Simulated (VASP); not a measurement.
Write the native input for VASP 6.6.1 that does the following.

- Task: single point
- Functional: PBEsol
- Potentials or basis: VASP PAW PBE potentials, release 64 (Li_sv, H)
- Cutoff: 520 eV
- k mesh: 8 × 8 × 6
- Occupations: gaussian, width 0.02 eV
- Spin: no spin polarisation
- Dipole correction: no
- Further INCAR settings: ALGO = Normal; EDIFF = 1e-06; NBANDS = 12

The structure of LiH lies in POSCAR:

```
LiH
1.0
    1.9899771082      1.9899771082      0.0000000000
   -1.9899771082      1.9899771082      0.0000000000
    0.0000000000      0.0000000000      3.9003551320
Li H
2 2
Direct
    0.0000000000      0.0000000000      0.0000000000
    0.5000000000      0.5000000000      0.5000000000
    0.5000000000      0.5000000000      0.0000000000
    0.0000000000      0.0000000000      0.5000000000
```

The input as run:

INCAR

```
SYSTEM = LiH
PREC = Accurate ; ENCUT = 520
EDIFF = 1E-6 ; ISMEAR = 0
SIGMA = 0.02 ; LREAL = .False.
LASPH = .True. ; NELM = 100
ALGO = Normal ; ISIF = 2
LWAVE = .False. ; LCHARG = .False.
GGA = PS ; NBANDS = 12
```

KPOINTS

```
Automatic mesh
0
Gamma
  8 8 6
  0 0 0
```

Potentials or basis: VASP PAW PBE potentials, release 64 (Li_sv, H).

Run with:

```sh
$ cat potpaw_PBE.64/Li_sv/POTCAR potpaw_PBE.64/H/POTCAR > POTCAR
$ mpirun -np 1 vasp_std > vasp.out
```

Results of the run:

```yaml
Band_gap_on_the_k_mesh: 2.51 eV
```

It took 11 s on 1 thread of Intel(R) Xeon(R) Platinum 8259CL CPU @ 2.50GHz (Skylake/Cascade Lake), on a shared host, peak memory 0.15 GiB.
